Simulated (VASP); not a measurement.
Write the native input for VASP 6.6.1 that does the following.

| Property | Result |
| --- | --- |
| Task | single point |
| Functional | PBE |
| Potentials or basis | VASP PAW PBE potentials, release 64 (Mg, Cd, Se, O) |
| Cutoff | 520 eV |
| k mesh | 8 × 8 × 4 |
| Occupations | gaussian, width 0.02 eV |
| Spin | no spin polarisation |
| Dipole correction | no |
| Further INCAR settings | ALGO = Normal; EDIFF = 1e-06; NBANDS = 31 |

The structure of Mg3CdSe2O2 lies in POSCAR:

```
Mg3CdSe2O2
1.0
    3.8898312861      0.0000000000      0.0000000000
    0.0000000000      3.8898312861      0.0000000000
    0.0000000000      0.0000000000      9.8137350868
Mg Cd Se O
3 1 2 2
Direct
    0.0000000000      0.0000000000      0.0000000000
    0.5000000000      0.5000000000      0.8475075572
    0.5000000000      0.5000000000      0.1524924428
    0.0000000000      0.0000000000      0.5000000000
    0.5000000000      0.0000000000      0.6798916319
    0.0000000000      0.5000000000      0.3201083681
    0.5000000000      0.0000000000      0.0623488513
    0.0000000000      0.5000000000      0.9376511487
```

These files were run (other wordings do the same):

INCAR

```
PREC = Accurate
ENCUT = 520
EDIFF = 1E-6
ISMEAR = 0
SIGMA = 0.02
LREAL = False
LASPH = True
NELM = 60
ALGO = Normal
ISIF = 2
LWAVE = False
LCHARG = False
GGA = PE
NBANDS = 31
```

KPOINTS

```
Automatic mesh
0
Gamma
  8 8 4
```

Potentials or basis: VASP PAW PBE potentials, release 64 (Mg, Cd, Se, O).

Launch:

```bash
$ cat potpaw_PBE.64/Mg/POTCAR potpaw_PBE.64/Cd/POTCAR potpaw_PBE.64/Se/POTCAR potpaw_PBE.64/O/POTCAR > POTCAR
$ mpirun -np 1 vasp_std > vasp.out
```

Results of the run:

The pressure is 0.0 GPa and the largest force is 0.053 eV/Å. The band gap on the k mesh is 1.09 eV, indirect (least direct gap 1.16 eV).

Run time: 2.6 min on 1 thread of Intel(R) Xeon(R) 6975P-C (Granite Rapids), with other jobs on the host, peak memory 0.41 GiB.
